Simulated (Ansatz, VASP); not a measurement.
# GaP in VASP and in Ansatz

```xyz
4
Lattice="1.8977 1.0956 6.2981 -1.8977 1.0956 6.2981 0.0000 -2.1912 6.2981" Properties=species:S:1:pos:R:3 pbc="T T T"
Ga    0.0000    0.0000    8.2371
Ga    0.0000    0.0000   10.6571
P     0.0000    0.0000    1.0968
P     0.0000    0.0000   17.7975
```

Alike in both runs: functional LDA; k mesh 12 × 12 × 12; occupations gaussian, width 0.02 eV; no spin polarisation.

Ansatz relaxed the structure, and its values are those at the end. VASP's run is a single point on that final structure, the one shown.

|  | VASP | Ansatz |
| --- | --- | --- |
| version | VASP 6.6.1 | Ansatz 0.2.0 |
| potentials or method | VASP PAW LDA potentials, release 64 (Ga_d, P), cutoff 520 eV | scalar-relativistic, plane waves, PAW |
| valence electrons in the cell | 36 | 36 |

|  | VASP | Ansatz | Ansatz less VASP |
| --- | --- | --- | --- |
| gap on the k mesh at the Fermi level (eV) | 0.66 | 0.65 | -0.010 |
| least direct gap on the mesh (eV) | 1.16 | 1.15 | -0.009 |
| pressure (GPa) | 0.1 | 0.0 | -0.08 |
| rms of the force components (eV/Å) | 0.016 | 0.000 | -0.0158 |

LDA's correlation is that of Perdew and Zunger in VASP and of Perdew and Wang (1992) in Ansatz.
